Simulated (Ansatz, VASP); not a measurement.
**Two plane-wave programs on VN**

The input INCAR:

```
SYSTEM = VN
ALGO     = Normal         ! electronic algorithm
DIPOL    = 0.5 0.5 0.500
EDIFF    = 1E-6           ! SCF threshold, eV
ENCUT    = 520            ! plane-wave cutoff, eV
GGA      = PS             ! functional
IDIPOL   = 3            
ISIF     = 2              ! what is computed and relaxed
ISMEAR   = 0              ! smearing method
LASPH    = .True.         ! aspherical terms in the spheres
LCHARG   = .True.         ! write CHGCAR
LDIPOL   = .True.       
LELF     = .True.         ! ELF
LREAL    = .False.        ! projectors in reciprocal space
LVACPOTAV= .True.       
LVHAR    = .True.       
LWAVE    = .False.        ! write WAVECAR
NBANDS   = 56             ! bands
NELM     = 60             ! most SCF steps
PREC     = Accurate       ! precision mode
SIGMA    = 0.1            ! smearing width, eV
```

The input KPOINTS:

```
k-points
0
Gamma
  12 12 1
  0 0 0
```

Contents of POSCAR:

```
VN
1.0
    2.8799338781      0.0000000000      0.0000000000
   -1.4399669391      2.4940958997      0.0000000000
    0.0000000000      0.0000000000     25.5815527416
N V
5 5
Direct
    0.3333333333      0.6666666667      0.2931800144
    0.0000000000      0.0000000000      0.3851000080
    0.6666666667      0.3333333333      0.4770200016
    0.3333333333      0.6666666667      0.5689399952
    0.0000000000      0.0000000000      0.6608599888
    0.6666666667      0.3333333333      0.3391400112
    0.3333333333      0.6666666667      0.4310600048
    0.0000000000      0.0000000000      0.5229799984
    0.6666666667      0.3333333333      0.6148999920
    0.3333333333      0.6666666667      0.7068199856
```

Input for Ansatz:

```yaml
crystal:
  lattice:
    - [2.8799338781, 0.0, 0.0]
    - [-1.4399669391, 2.4940958997, 0.0]
    - [0.0, 0.0, 25.5815527416]
  atoms:
    - { symbol: "N", position: [0.3333333333, 0.6666666667, 0.2931800144] }
    - { symbol: V, position: [0.6666666667, 0.3333333333, 0.3391400112] }
    - { symbol: "N", position: [0.0, 0.0, 0.385100008] }
    - { symbol: V, position: [0.3333333333, 0.6666666667, 0.4310600048] }
    - { symbol: "N", position: [0.6666666667, 0.3333333333, 0.4770200016] }
    - { symbol: V, position: [0.0, 0.0, 0.5229799984] }
    - { symbol: "N", position: [0.3333333333, 0.6666666667, 0.5689399952] }
    - { symbol: V, position: [0.6666666667, 0.3333333333, 0.614899992] }
    - { symbol: "N", position: [0.0, 0.0, 0.6608599888] }
    - { symbol: V, position: [0.3333333333, 0.6666666667, 0.7068199856] }
basis:
  ecutwfc: 420
kpoints:
  mp_grid: { grid: [12, 12, 1] }
hamiltonian:
  xc: pbesol
scf:
  occupations: { method: gaussian, width: 0.1 }
output:
  forces: true
  stress: true
  eigenvalues: true
  write_density: true
  write_potential: true
  elf: true
  volumetric_format: npy
efield:
  axis: 3
  dipole_correction: true
  ramp_width: 0.04
```

Alike in both runs: task single point; functional PBEsol; k mesh 12 × 12 × 1; occupations gaussian, width 0.1 eV; no spin polarisation.

|  | VASP | Ansatz |
| --- | --- | --- |
| version | VASP 6.6.1 | Ansatz 0.2.0 |
| potentials or method | VASP PAW PBE potentials, release 64 (N, V_sv), cutoff 520 eV | scalar-relativistic, plane waves, PAW |
| valence electrons in the cell | 90 | 90 |

|  | VASP | Ansatz | Ansatz less VASP |
| --- | --- | --- | --- |
| gap on the k mesh at the Fermi level (eV) | none | none | - |
| rms of the force components (eV/Å) | 1.145 | 1.150 | +0.0048 |
| work function, face that differs most (eV) | 4.96 | 4.97 | +0.009 |

VASP's potentials were made for PBE, not for PBEsol. A gap of «none» marks a metal or a gap that the smearing closes. Ansatz's warnings: xc potential rough in thin density.
